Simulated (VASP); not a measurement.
# Al (P-1) in VASP: settings compared

The runs below take Al through single point, with PBE, r2SCAN.

All numbers are computed with VASP 6.6.1; they aren't measurements. Logs are shortened: lines on timing, memory, paths and dates and some standing lists are left out, and cuts for length are marked.

### 1 The cell of the first run

The typed cell holds 1 atom: a = 2.824 Å, b = 2.645 Å, c = 2.800 Å, α = 110.77°, β = 108.30°, γ = 109.45°.

### 2 Single point, PBE

The input, INCAR:

```
SYSTEM = Al
PREC = Accurate
ENCUT = 520
EDIFF = 1E-6
ISMEAR = 0
SIGMA = 0.01
LREAL = .FALSE.
LASPH = .TRUE.
NELM = 100
ALGO = Normal
ISIF = 2
LWAVE = .FALSE.
LCHARG = .TRUE.
GGA = PE
LELF = .TRUE.
LVHAR = .TRUE.
NBANDS = 8
```

The input, KPOINTS:

```
Automatic mesh
0
G
  8 9 8
  0 0 0
```

The input, POSCAR:

```
Al
1.0
   -1.5759003900      1.6569236100      1.6579838500
    1.4794763400     -1.5976414500      1.5022776300
    1.6144548200      1.6361958800     -1.5987016800
Al
1
Direct
    0.0000000000      0.0000000000      0.0000000000
```

Potentials or basis: VASP PAW PBE potentials, release 64 (Al).

Launch:

```console
$ cat potpaw_PBE.64/Al/POTCAR > POTCAR
$ mpirun -np 1 vasp_std > vasp.out
```

OUTCAR:

```text
SYSTEM = Al
   PREC = Accurate
   ENCUT = 520
   EDIFF = 1E-6
   ISMEAR = 0
   LREAL = .FALSE.
   LASPH = .TRUE.
   NELM = 100
   ISIF = 2
   GGA = PE

 ion  position               nearest neighbor table
   1  0.000  0.000  0.000-

  LATTYP: Found a triclinic cell.
 ALAT       =     2.6454010133
 B/A-ratio  =     1.6944159200
 C/A-ratio  =     1.0676998823
 COS(alpha) =     0.0003266186
 COS(beta)  =     0.3329699808
 COS(gamma) =     0.8117332543

  Lattice vectors:

 A1 = (   1.4794763400,  -1.5976414500,   1.5022776300)
 A2 = (  -0.1349784800,  -3.2338373300,   3.1009793100)
 A3 = (   1.5759003900,  -1.6569236100,  -1.6579838500)

Analysis of symmetry for initial positions (statically):
=====================================================================
 Subroutine PRICEL returns:
 Original cell was already a primitive cell.

 Routine SETGRP: Setting up the symmetry group for a
 triclinic supercell.

 Subroutine GETGRP returns: Found  2 space group operations
 (whereof  2 operations were pure point group operations)
 out of a pool of  2 trial point group operations.

The static configuration has the point symmetry S_2 .

Analysis of symmetry for dynamics (positions and initial velocities):
=====================================================================
 Subroutine PRICEL returns:
 Original cell was already a primitive cell.

 Routine SETGRP: Setting up the symmetry group for a
 triclinic supercell.

 Subroutine GETGRP returns: Found  2 space group operations
 (whereof  2 operations were pure point group operations)
 out of a pool of  2 trial point group operations.

The dynamic configuration has the point symmetry S_2 .

 Subroutine INISYM returns: Found  2 space group operations
 (whereof  2 operations are pure point group operations),
 and found     1 'primitive' translations

----------------------------------------------------------------------------------------

                                     Primitive cell

  volume of cell :      16.0761

  direct lattice vectors                    reciprocal lattice vectors
    -1.575900390  1.656923610  1.657983850     0.005979769  0.297994469  0.311021997
     1.479476340 -1.597641450  1.502277630     0.333519928 -0.009787513  0.326789278
     1.614454820  1.636195880 -1.598701680     0.319605524  0.299847346  0.004126893

  length of vectors
     2.824494350  2.645401013  2.799901496     0.430779693  0.467035941  0.438261512

  position of ions in fractional coordinates (direct lattice)
     0.000000000  0.000000000  0.000000000

  ion indices of the primitive-cell ions
   primitive index   ion index
                 1           1

----------------------------------------------------------------------------------------

 KPOINTS: Automatic mesh

Automatic generation of k-mesh.
 Grid dimensions read from file:
 generate k-points for:    8    9    8

 Generating k-lattice:

  Cartesian coordinates                     Fractional coordinates (reciprocal lattice)
     0.000747471  0.037249309  0.038877750     0.125000000  0.000000000  0.000000000
     0.037057770 -0.001087501  0.036309920     0.000000000  0.111111111  0.000000000
     0.039950690  0.037480918  0.000515862     0.000000000 -0.000000000  0.125000000

  Length of vectors
     0.053847462  0.051892882  0.054782689

  Shift w.r.t. Gamma in fractional coordinates (k-lattice)
     0.000000000  0.000000000  0.000000000

 Subroutine IBZKPT returns following result:
 ===========================================

 Found    290 irreducible k-points:

 Following reciprocal coordinates:
            Coordinates               Weight
  0.000000  0.000000  0.000000      1.000000
  0.125000  0.000000 -0.000000      2.000000
  0.250000  0.000000 -0.000000      2.000000
  0.375000  0.000000 -0.000000      2.000000
  0.500000  0.000000 -0.000000      1.000000
  0.000000  0.111111  0.000000      2.000000
[... 16 lines left out ...]
  0.125000  0.333333  0.000000      2.000000
  0.250000  0.333333 -0.000000      2.000000
 [... further k-points ...]
   k-points           NKPTS =    290   k-points in BZ     NKDIM =    290   number of bands    NBANDS=      8
   number of dos      NEDOS =    301   number of ions     NIONS =      1
   total plane-waves  NPLWV =  11520
   dimension x,y,z NGX =    24 NGY =   20 NGZ =   24
   dimension x,y,z NGXF=    48 NGYF=   40 NGZF=   48
   ions per type =               1
   NGX,Y,Z   is equivalent  to a cutoff of  14.13, 12.57, 14.25 a.u.
   NGXF,Y,Z  is equivalent  to a cutoff of  28.25, 25.14, 28.50 a.u.
 SYSTEM =  Al
   PREC   = accura    normal or accurate (medium, high low for compatibility)
   ISTART =      0    job   : 0-new  1-cont  2-samecut
   ICHARG =      2    charge: 1-file 2-atom 10-const
   ISPIN  =      1    spin polarized calculation?
   LNONCOLLINEAR =      F non collinear calculations
   LSORBIT =      F    spin-orbit coupling
   LASPH  =      T    aspherical Exc in radial PAW
   ENCUT  =  520.0 eV  38.22 Ry    6.18 a.u.   5.25  4.92  5.21*2*pi/ulx,y,z
   NELM   =    100;   NELMIN=  2; NELMDL= -5     # of ELM steps
   EDIFF  = 0.1E-05   stopping-criterion for ELM
   LREAL  =      F    real-space projection
   EDIFFG = 0.1E-04   stopping-criterion for IOM
   NSW    =      0    number of steps for IOM
   IBRION =     -1    ionic relax: 0-MD 1-quasi-New 2-CG
   NFREE  =      0    steps in history (QN), initial steepest desc. (CG)
   ISIF   =      2    stress and relaxation
   ISYM   =      2    0-nonsym 1-usesym 2-fastsym
   POTIM  = 0.5000    time-step for ionic-motion
   TEBEG  =    0.0;   TEEND  =   0.0 temperature during run
   PSTRESS=    0.0 pullay stress
   NELECT =       3.0000    total number of electrons
   NUPDOWN=      -1.0000    fix difference up-down
   EMIN   =  10.00;   EMAX   =-10.00  energy-range for DOS
   EFERMI =   0.00;   METHOD = LEGACY
   ISMEAR =     0;   SIGMA  =   0.01  broadening in eV -4-tet -1-fermi 0-gaus
   EFERMI_NEDOS =   21; number of points for ismear=-14 and -15
   IALGO  =     38    algorithm
   IMIX   =      4    mixing-type and parameters
     AMIX     =   0.40;   BMIX     =  1.00
     AMIX_MAG =   1.60;   BMIX_MAG =  1.00
  volume/ion in A,a.u.               =      16.08       108.49
  Fermi-wavevector in a.u.,A,eV,Ry     =   0.935523  1.767883 11.907874  0.875204
  Thomas-Fermi vector in A             =   2.062440
   LORBIT       =      0    0 simple, 1 ext, 2 COOP (PROOUT), +10 PAW based schemes
   GGA     = PE    functional components
   LHFCALC =     F    Hartree Fock is set to
   AEXX    =    0.0000 exact exchange contribution
   IVDW    =     0    specifies the selected vdW correction
   LEPSILON=     F    determine dielectric tensor
   LRPA    =     F    only Hartree local field effects (RPA)
 non-spin polarized calculation
 Gauss-broadening in eV      SIGMA  =   0.01
  energy-cutoff  :      520.00
  volume of cell :       16.08
 maximum number of plane-waves:       444
 NGX is ok and might be reduce to    24
   NGX = 11   NGY =  9   NGZ = 11

 number of electron       3.0000000 magnetization

 Free energy of the ion-electron system (eV)
  ---------------------------------------------------
  ext. energy  EPLUGINS =         0.00000000
  ---------------------------------------------------
  free energy    TOTEN  =        -3.61778614 eV

  energy without entropy =       -3.61773976  energy(sigma->0) =       -3.61776295

 E-fermi :   8.2027     XC(G=0): -10.2938

 val. band max:        8.2027003706   @ k =   0.3750   0.3333   0.5000
 cond. band min:       8.2100563162   @ k =   0.2500   0.1111   0.1250
 fundamental gap:      0.0073559456
 Fermi energy:         8.2027029421

 k-point     1 :       0.0000    0.0000    0.0000
  band No.  band energies     occupation
      1      -3.0394      2.00000
      2      20.7475      0.00000
      3      21.6148      0.00000
      4      22.1143      0.00000
      5      22.2726      0.00000
      6      22.7806      0.00000
      7      24.2972      0.00000
      8      24.3583      0.00000

 k-point     2 :       0.1250    0.0000   -0.0000
  band No.  band energies     occupation
      1      -2.6107      2.00000
      2      16.6174      0.00000
      3      19.9355      0.00000
      4      20.3410      0.00000
      5      22.6829      0.00000
      6      23.9421      0.00000
      7      24.4038      0.00000
      8      25.4870      0.00000

 k-point     3 :       0.2500    0.0000   -0.0000
  band No.  band energies     occupation
      1      -1.3323      2.00000
      2      11.6946      0.00000
      3      18.2621      0.00000
      4      18.5729      0.00000
      5      21.2961      0.00000
      6      22.4980      0.00000
      7      25.9489      0.00000
      8      26.7689      0.00000

 k-point     4 :       0.3750    0.0000   -0.0000
  band No.  band energies     occupation
      1       0.7738      2.00000
      2       7.3379      2.00000
      3      17.2513      0.00000
      4      17.4107      0.00000
      5      20.3950      0.00000
      6      21.3823      0.00000
      7      27.5603      0.00000
      8      28.9184      0.00000

 k-point     5 :       0.5000    0.0000   -0.0000
  band No.  band energies     occupation
      1       3.5720      2.00000
      2       3.7845      2.00000
      3      16.9216      0.00000
      4      17.0059      0.00000
      5      20.0969      0.00000
      6      20.9755      0.00000
      7      28.9436      0.00000
      8      30.6791      0.00000
[... 177 lines left out ...]
 k-point    22 :       0.0000    0.3333    0.0000
  band No.  band energies     occupation
      1       0.5003      2.00000
      2      10.7457      0.00000
      3      16.0615      0.00000
      4      16.5852      0.00000
      5      18.1394      0.00000
      6      19.7403      0.00000
      7      26.6206      0.00000
      8      27.6742      0.00000

 k-point    23 :       0.1250    0.3333    0.0000
  band No.  band energies     occupation
      1       2.1152      2.00000
      2       8.8282      0.00000
      3      12.1598      0.00000
      4      15.7201      0.00000
      5      19.4795      0.00000
      6      22.2661      0.00000
      7      26.1222      0.00000
      8      30.1150      0.00000

 k-point    24 :       0.2500    0.3333   -0.0000
  band No.  band energies     occupation
      1       4.4988      2.00000
      2       7.5122      2.00000
      3       8.4658      0.00000
      4      15.0407      0.00000
      5      21.3902      0.00000
      6      24.6830      0.00000
      7      25.8902      0.00000
      8      29.0487      0.00000

 [... further k-points ...]

------------------------ aborting loop because EDIFF is reached ----------------------------------------

  FORCE on cell =-STRESS in cart. coord.  units (eV):
  Direction    XX          YY          ZZ          XY          YZ          ZX
  --------------------------------------------------------------------------------------
  -------------------------------------------------------------------------------------
  Total        0.2621398      0.6686655      0.2954261     -0.1544933     -0.2941059      0.3058232
  in kB       26.1253321     66.6404240     29.4427062    -15.3970791    -29.3111311     30.4788999
  external PRESSURE =      40.7361541 kB  Pullay stress =       0.0000000 kB

 VOLUME and BASIS-vectors are now :
 -----------------------------------------------------------------------------
  energy-cutoff  :      520.00
  volume of cell :       16.08
      direct lattice vectors                 reciprocal lattice vectors
    -1.575900390  1.656923610  1.657983850     0.005979769  0.297994469  0.311021997
     1.479476340 -1.597641450  1.502277630     0.333519928 -0.009787513  0.326789278
     1.614454820  1.636195880 -1.598701680     0.319605524  0.299847346  0.004126893

 POSITION                                       TOTAL-FORCE (eV/Angst)
 -----------------------------------------------------------------------------------
      0.00000      0.00000      0.00000         0.000000      0.000000      0.000000
 -----------------------------------------------------------------------------------
    total drift:                                0.000000      0.000000      0.000000

  FREE ENERGIE OF THE ION-ELECTRON SYSTEM (eV)
  ---------------------------------------------------
  free  energy   TOTEN  =        -3.6177861428 eV

  energy  without entropy=       -3.6177397558  energy(sigma->0) =       -3.61776295
```

Wall time 8 s (1 thread of Intel Xeon 6975P-C (Granite Rapids), shared host); peak memory 0.15 GiB.

Results:

| Item | Value |
| --- | --- |
| Free energy | -3.6178 eV |
| Pressure | 4.1 GPa |
| Band gap on the k mesh | zero (an odd number of electrons rules out a gap without spin polarisation) |

Caveat: the cell stands under pressure.

### 3 Single point, PBE

The input, INCAR:

```
PREC     = Accurate       # precision mode
ENCUT    = 520            # plane-wave cutoff, eV
EDIFF    = 1E-7           # SCF threshold, eV
ISMEAR   = 0              # smearing method
SIGMA    = 0.005          # smearing width, eV
LREAL    = False          # projectors in reciprocal space
LASPH    = True           # aspherical terms in the spheres
NELM     = 100            # most SCF steps
ALGO     = Normal         # electronic algorithm
ISIF     = 2              # what is computed and relaxed
LWAVE    = False          # write WAVECAR
LCHARG   = True           # write CHGCAR
GGA      = PE             # functional
LELF     = True           # ELF
LVHAR    = True         
NBANDS   = 8              # bands
```

The input, KPOINTS:

```
regular mesh
0
Gamma
  8 9 8
```

POSCAR is that of step 2.

Potentials or basis: VASP PAW PBE potentials, release 64 (Al).

Launch:

```console
$ cat potpaw_PBE.64/Al/POTCAR > POTCAR
$ mpirun -np 1 vasp_std > vasp.out
```

OUTCAR:

```text
PREC = Accurate
   ENCUT = 520
   EDIFF = 1E-7
   ISMEAR = 0
   LREAL = False
   LASPH = True
   NELM = 100
   ISIF = 2
   GGA = PE

 ion  position               nearest neighbor table
   1  0.000  0.000  0.000-

  LATTYP: Found a triclinic cell.
 ALAT       =     2.6454010133
 B/A-ratio  =     1.6944159200
 C/A-ratio  =     1.0676998823
 COS(alpha) =     0.0003266186
 COS(beta)  =     0.3329699808
 COS(gamma) =     0.8117332543

  Lattice vectors:

 A1 = (   1.4794763400,  -1.5976414500,   1.5022776300)
 A2 = (  -0.1349784800,  -3.2338373300,   3.1009793100)
 A3 = (   1.5759003900,  -1.6569236100,  -1.6579838500)

Analysis of symmetry for initial positions (statically):
=====================================================================
 Subroutine PRICEL returns:
 Original cell was already a primitive cell.

 Routine SETGRP: Setting up the symmetry group for a
 triclinic supercell.

 Subroutine GETGRP returns: Found  2 space group operations
 (whereof  2 operations were pure point group operations)
 out of a pool of  2 trial point group operations.
[... 163 lines left out ...]

 val. band max:        8.1926463351   @ k =  -0.2500   0.3333   0.3750
 cond. band min:       8.2026847756   @ k =   0.3750   0.3333   0.5000
 fundamental gap:      0.0100384405
 Fermi energy:         8.2025691605

 k-point     1 :       0.0000    0.0000    0.0000
  band No.  band energies     occupation
      1      -3.0394      2.00000
      2      20.7475      0.00000
      3      21.6148      0.00000
      4      22.1143      0.00000
      5      22.2727      0.00000
      6      22.7806      0.00000
      7      24.2972      0.00000
      8      24.3582      0.00000
[... 243 lines left out ...]
 k-point    24 :       0.2500    0.3333   -0.0000
  band No.  band energies     occupation
      1       4.4988      2.00000
      2       7.5122      2.00000
      3       8.4658      0.00000
      4      15.0407      0.00000
      5      21.3902      0.00000
      6      24.6830      0.00000
      7      25.8902      0.00000
      8      29.0487      0.00000

 [... further k-points ...]

------------------------ aborting loop because EDIFF is reached ----------------------------------------

  FORCE on cell =-STRESS in cart. coord.  units (eV):
  Direction    XX          YY          ZZ          XY          YZ          ZX
  --------------------------------------------------------------------------------------
  -------------------------------------------------------------------------------------
  Total        0.2636374      0.6691074      0.2941455     -0.1477638     -0.3041045      0.3125646
  in kB       26.2745845     66.6844637     29.3150745    -14.7264048    -30.3076035     31.1507540
  external PRESSURE =      40.7580409 kB  Pullay stress =       0.0000000 kB

 VOLUME and BASIS-vectors are now :
 -----------------------------------------------------------------------------
  energy-cutoff  :      520.00
  volume of cell :       16.08
      direct lattice vectors                 reciprocal lattice vectors
    -1.575900390  1.656923610  1.657983850     0.005979769  0.297994469  0.311021997
     1.479476340 -1.597641450  1.502277630     0.333519928 -0.009787513  0.326789278
     1.614454820  1.636195880 -1.598701680     0.319605524  0.299847346  0.004126893

 POSITION                                       TOTAL-FORCE (eV/Angst)
 -----------------------------------------------------------------------------------
      0.00000      0.00000      0.00000         0.000000     -0.000000      0.000000
 -----------------------------------------------------------------------------------
    total drift:                                0.000000     -0.000000     -0.000000

  FREE ENERGIE OF THE ION-ELECTRON SYSTEM (eV)
  ---------------------------------------------------
  free  energy   TOTEN  =        -3.6177693305 eV

  energy  without entropy=       -3.6177581736  energy(sigma->0) =       -3.61776375
```

OSZICAR:

```text
N       E                     dE             d eps       ncg     rms          rms(c)
DAV:   1    -0.215410978328E+01   -0.21541E+01   -0.87285E+02  4640   0.206E+02
DAV:   2    -0.363602845768E+01   -0.14819E+01   -0.13985E+01  6648   0.189E+01
DAV:   3    -0.364313150800E+01   -0.71031E-02   -0.71001E-02  5536   0.150E+00
DAV:   4    -0.364314980550E+01   -0.18297E-04   -0.18298E-04  6976   0.688E-02
DAV:   5    -0.364314985161E+01   -0.46115E-07   -0.45185E-07  5552   0.203E-03    0.132E+00
DAV:   6    -0.362819962670E+01    0.14950E-01   -0.18429E-03  5224   0.194E-01    0.760E-01
DAV:   7    -0.361777883081E+01    0.10421E-01   -0.55114E-03  5304   0.316E-01    0.145E-01
DAV:   8    -0.361777099626E+01    0.78345E-05   -0.23661E-05  6480   0.316E-02    0.112E-02
DAV:   9    -0.361776965753E+01    0.13387E-05   -0.74788E-07  5704   0.398E-03    0.102E-03
DAV:  10    -0.361776934265E+01    0.31487E-06   -0.15264E-08  6368   0.588E-04    0.474E-04
DAV:  11    -0.361776933054E+01    0.12111E-07   -0.22796E-10  2832   0.968E-05
   1 F= -.36177693E+01 E0= -.36177638E+01  d E =-.111569E-04
```

Run time: 8.7 s. Hardware: 1 thread of Intel Xeon 6975P-C (Granite Rapids), shared host; peak memory 0.15 GiB.

What came out:

| Property | Result |
| --- | --- |
| Free energy | -3.6178 eV |
| Pressure | 4.1 GPa |
| Band gap on the k mesh | zero (an odd number of electrons rules out a gap without spin polarisation) |

Levels at points of the mesh, in eV from the Fermi level:
```csv
k point,band 1,band 2,band 3,band 4,band 5,band 6
"(0.00, 0.00, 0.00)",-11.24,12.54,13.41,13.91,14.07,14.58
"(0.50, 0.00, 0.00)",-4.63,-4.42,8.72,8.80,11.89,12.77
"(0.00, 0.00, 0.50)",-4.48,-4.10,8.03,8.25,11.46,12.51
"(0.50, 0.00, 0.50)",-4.46,-4.08,7.77,7.99,10.26,12.12
```

Caveat: the cell stands under pressure.

[end of part 1 of 2]
